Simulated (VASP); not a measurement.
Write the native input for VASP 6.6.1 that does the following.

| Property | Result |
| --- | --- |
| Task | single point |
| Functional | BLYP |
| Potentials or basis | VASP PAW PBE potentials, release 64 (Pb_d, S) |
| Cutoff | 520 eV |
| k mesh | 8 × 8 × 8 |
| Occupations | fermi-dirac, width 0.05 eV |
| Spin | no spin polarisation |
| Dipole correction | no |
| Further INCAR settings | ALGO = Normal; EDIFF = 1e-06; NBANDS = 17 |

The structure of PbS (Galena) lies in POSCAR:

```
PbS
1.0
    0.0000000000      3.0687050980      3.0687050980
    3.0687050980      0.0000000000      3.0687050980
    3.0687050980      3.0687050980      0.0000000000
Pb S
1 1
Direct
    0.0000000000      0.0000000000      0.0000000000
    0.5000000000      0.5000000000      0.5000000000
```

One way to write it, as run:

INCAR

```
PREC     = Accurate       # precision mode
ENCUT    = 520            # plane-wave cutoff, eV
EDIFF    = 1E-6           # SCF threshold, eV
ISMEAR   = -1             # smearing method
SIGMA    = 0.05           # smearing width, eV
LREAL    = False          # projectors in reciprocal space
LASPH    = True           # aspherical terms in the spheres
NELM     = 80             # most SCF steps
ALGO     = Normal         # electronic algorithm
ISIF     = 2              # what is computed and relaxed
LWAVE    = False          # write WAVECAR
LCHARG   = False          # write CHGCAR
GGA      = B5             # functional
ALDAX    = 1.0          
AGGAX    = 1.0          
AGGAC    = 1.0          
ALDAC    = 0.0          
NBANDS   = 17             # bands
```

KPOINTS

```
Automatic mesh
0
Gamma
  8 8 8
```

Potentials or basis: VASP PAW PBE potentials, release 64 (Pb_d, S).

Launch:

```console
$ cat potpaw_PBE.64/Pb_d/POTCAR potpaw_PBE.64/S/POTCAR > POTCAR
$ mpirun -np 1 vasp_std > vasp.out
```

Results of the run:

The pressure is 0.0 GPa. The band gap on the k mesh is 0.77 eV, direct.

Caveat: the PAW data sets were made with another functional, which shifts forces and pressure a little; spin-orbit coupling is left out, which moves the levels of the heavy elements.

Wall time 46 s on 1 thread of Intel Xeon 8259CL, with other jobs on the host, peak memory 0.18 GiB.
